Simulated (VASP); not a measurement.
Set up this calculation in VASP 6.6.1, as the native input.

| Property | Result |
| --- | --- |
| Task | relaxation of cell and atoms |
| Functional | r2SCAN |
| Potentials or basis | VASP PAW PBE potentials, release 64 (Hg_sv_GW) |
| Cutoff | 600 eV |
| k mesh | 10 × 10 × 10 |
| Occupations | gaussian, width 0.02 eV |
| Spin | no spin polarisation |
| Dipole correction | no |
| Further INCAR settings | ALGO = Normal; EDIFF = 1e-07; IBRION = 2; EDIFFG = -0.01; NSW = 100; ISIF = 3 |

The system is Hg.

```
Hg
1.0
     0.00000    2.55450    2.55450
     2.55450    0.00000    2.55450
     2.55450    2.55450    0.00000
Hg
1
Direct
  0.00000 0.00000 0.00000
```

The input as run:

POSCAR

```
Hg
1.0
    0.0000000000      2.5545041317      2.5545041317
    2.5545041317      0.0000000000      2.5545041317
    2.5545041317      2.5545041317      0.0000000000
Hg
1
Direct
    0.0000000000      0.0000000000      0.0000000000
```

INCAR.step1

```
ALGO = Normal
EDIFF = 1E-5
EDIFFG = -0.005
ENCUT = 600
GGA = PE
GGA_COMPAT = F
IBRION = 2
ISIF = 3
ISMEAR = 0
LASPH = T
LCHARG = F
LREAL = F
LWAVE = T
NELM = 120
NELMIN = 4
NSW = 100
PREC = Accurate
SIGMA = 0.02
```

INCAR.step2

```
ALGO = Normal
EDIFF = 1E-7
EDIFFG = -0.01
ENCUT = 600
GGA_COMPAT = F
IBRION = 2
ISIF = 3
ISMEAR = 0
ISTART = 1
LASPH = T
LCHARG = F
LMIXTAU = T
LREAL = F
LWAVE = F
METAGGA = R2SCAN
NELM = 120
NELMIN = 4
NSW = 100
PREC = Accurate
SIGMA = 0.02
```

KPOINTS

```
k-points
0
Gamma
  10 10 10
```

Potentials or basis: VASP PAW PBE potentials, release 64 (Hg_sv_GW).

The run is started by

```console
$ cat potpaw_PBE.64/Hg_sv_GW/POTCAR > POTCAR
$ cp INCAR.step1 INCAR
$ mpirun -np 1 vasp_std > vasp.out
$ cp INCAR.step2 INCAR
$ mpirun -np 1 vasp_std > vasp.out
```

It gave:

```
Relaxed volume                        : 28.19 Å³/atom
Relaxed cell                          : a = 3.416 Å, b = 3.416 Å, c = 3.416 Å, α = 60.00°, β = 60.00°, γ = 60.00°
Space group after relaxing (to 0.1 Å) : Fm-3m (No. 225)
Energy gained by relaxing             : 27.8 meV/atom
Ionic steps                           : 6
Pressure after relaxing               : 0.0 GPa
Band gap on the k mesh                : zero (bands 10 and 11 overlap by 0.47 eV)
```

Caveat: the volume moved by over 15 % at a fixed basis, so the end points are rough; the PAW data sets were made with another functional, which shifts forces and pressure a little; spin-orbit coupling is left out, which moves the levels of the heavy elements.

Run time: 10 min on 1 thread of Intel(R) Xeon(R) Platinum 8559C (Emerald Rapids), with other jobs on the host, peak memory 0.21 GiB.
